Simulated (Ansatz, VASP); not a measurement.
**One calculation of GaSb3, two programs**

```
Ga Sb
1.0
     3.05343   -3.12343    0.00000
     3.05343    3.12343    0.00000
     0.00000    0.00000    5.63332
Ga Sb
1 3
Direct
  0.50000 0.50000 0.00000
  0.74172 0.25828 0.50000
  0.25828 0.74172 0.50000
  0.00000 0.00000 0.00000
```

Alike in both runs: functional PBE; k mesh 4 × 4 × 4; occupations gaussian, width 0.1 eV; no spin polarisation.

Ansatz relaxed the structure, and its values are those at the end. VASP's run is a single point on that final structure, the one shown.

|  | VASP | Ansatz |
| --- | --- | --- |
| version | VASP 6.6.1 | Ansatz 0.2.0 |
| potentials or method | VASP PAW PBE potentials, release 64 (Ga_d, Sb), cutoff 520 eV | scalar-relativistic, plane waves, PAW |
| valence electrons in the cell | 28 | 58 |

```tsv
	VASP	Ansatz	Ansatz less VASP
gap on the k mesh at the Fermi level (eV)	none	none	-
pressure (GPa)	0.0	0.0	+0.03
rms of the force components (eV/Å)	0.002	0.004	+0.0020
```

A gap of «none» marks a metal or a gap that the smearing closes. VASP's potentials hold 28 valence electrons a cell and Ansatz's 58, so a difference there can come from the potentials and not from the codes.

Neither program's run includes spin-orbit coupling.
